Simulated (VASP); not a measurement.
Runs of VASP 6.6.1 on Rh. The structure is that of space group P6_3/mmc (No. 194), or close to it. The cells are those of the table. This isn't the form of Rh at room conditions, which is fcc.

| cell | further INCAR settings | gap on the mesh (eV) | pressure (GPa) |
| --- | --- | --- | --- |
| a = 2.617, b = 2.617, c = 4.611 Å, angles 90.0, 90.0, 120.0°, 2 atoms | ALGO = Fast; EDIFF = 1e-07; NBANDS = 22 | none | (b) |
| a = 2.667, b = 2.667, c = 4.165 Å, angles 90.0, 90.0, 120.0°, 2 atoms | ALGO = Fast; EDIFF = 1e-06; NBANDS = 22 | none | 31.4 |
| a = 2.780, b = 2.780, c = 4.212 Å, angles 90.0, 90.0, 120.0°, 2 atoms | ALGO = Fast; EDIFF = 1e-06; NBANDS = 22 | none | 1.6 |
| a = 2.644, b = 2.644, c = 4.658 Å, angles 90.0, 90.0, 120.0°, 2 atoms | ALGO = Fast; EDIFF = 1e-06; NBANDS = 22 | none | 2.0 |
| a = 2.858, b = 2.858, c = 4.463 Å, angles 90.0, 90.0, 120.0°, 2 atoms | ALGO = Fast; EDIFF = 1e-06; NBANDS = 22 | none | -21.0 |
| a = 2.537, b = 2.537, c = 4.605 Å, angles 90.0, 90.0, 120.0°, 2 atoms | ALGO = Fast; EDIFF = 1e-07; NBANDS = 22 | none | 35.6 |
| a = 2.808, b = 2.808, c = 4.128 Å, angles 90.0, 90.0, 120.0°, 2 atoms | ALGO = Fast; EDIFF = 1e-06; NBANDS = 22 | none | (a) |
| a = 2.837, b = 2.837, c = 4.046 Å, angles 90.0, 90.0, 120.0°, 2 atoms | ALGO = Fast; EDIFF = 1e-06; NBANDS = 22 | none | 4.7 |
| a = 2.746, b = 2.746, c = 4.837 Å, angles 90.0, 90.0, 120.0°, 2 atoms | ALGO = Fast; EDIFF = 1e-06; NBANDS = 22 | none | -19.9 |
| a = 2.749, b = 2.749, c = 3.921 Å, angles 90.0, 90.0, 120.0°, 2 atoms | ALGO = Fast; EDIFF = 1e-06; NBANDS = 22 | none | 36.8 |
| a = 2.694, b = 2.694, c = 4.082 Å, angles 90.0, 90.0, 120.0°, 2 atoms | ALGO = Fast; EDIFF = 1e-06; NBANDS = 22 | none | 32.6 |
| a = 2.830, b = 2.830, c = 4.554 Å, angles 90.0, 90.0, 120.0°, 2 atoms | ALGO = Fast; EDIFF = 1e-06; NBANDS = 22 | none | -21.3 |

Alike in all rows: task single point; level PBE; potentials or basis VASP PAW PBE potentials, release 64 (Rh_pv); no spin polarisation; k mesh 21 × 21 × 12; cutoff (eV) 520; smearing gaussian 0.15 eV.

Q: Estimate the missing entries.

A: (a) 3.0; (b) 10.5.

Caveats: the cell stands under tension (at least some runs); the stress differs along the axes, from -7 to 19 GPa (at least some runs); the stress differs along the axes, from 27 to 40 GPa (at least some runs); the stress differs along the axes, from -3 to 12 GPa (at least some runs); the stress differs along the axes, from -13 to 10 GPa (at least some runs); the stress differs along the axes, from 4 to 51 GPa (at least some runs); the stress differs along the axes, from -4 to 17 GPa (at least some runs).

A k mesh can miss the band edges, and the runs leave out spin-orbit coupling on Rh.

A gap of «none» marks levels without a gap at the run's occupations.
